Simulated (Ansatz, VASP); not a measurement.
SrO: VASP beside Ansatz

```
Sr O
1.0
     0.00000    2.64413    2.54797
     2.64413    0.00000    2.54797
     2.64413    2.64413    0.00000
Sr O
1 1
Direct
  0.00000 0.00000 0.00000
  0.50000 0.50000 0.50000
```

Change from the starting cell: epitaxial_xy strain +2.5%.

Alike in both runs: task single point; functional PBE; k mesh 8 × 8 × 8; occupations fermi-dirac, width 0.02 eV; no spin polarisation.

|  | VASP | Ansatz |
| --- | --- | --- |
| version | VASP 6.6.1 | Ansatz 0.2.0 |
| potentials or method | VASP PAW PBE potentials, release 64 (Sr_sv, O) | plane waves, PAW |
| plane-wave cutoff (eV) | 520 | 420 |
| valence electrons in the cell | 16 | 16 |

```tsv
	VASP	Ansatz	Ansatz less VASP
gap on the k mesh at the Fermi level (eV)	3.12	3.17	+0.047
pressure (GPa)	-0.6	-1.1	-0.48
traceless stress, the component that is largest in VASP (GPa)	2.89	2.73	-0.162
```

With one functional, cell and mesh, what is left measures potentials, basis and numerics.
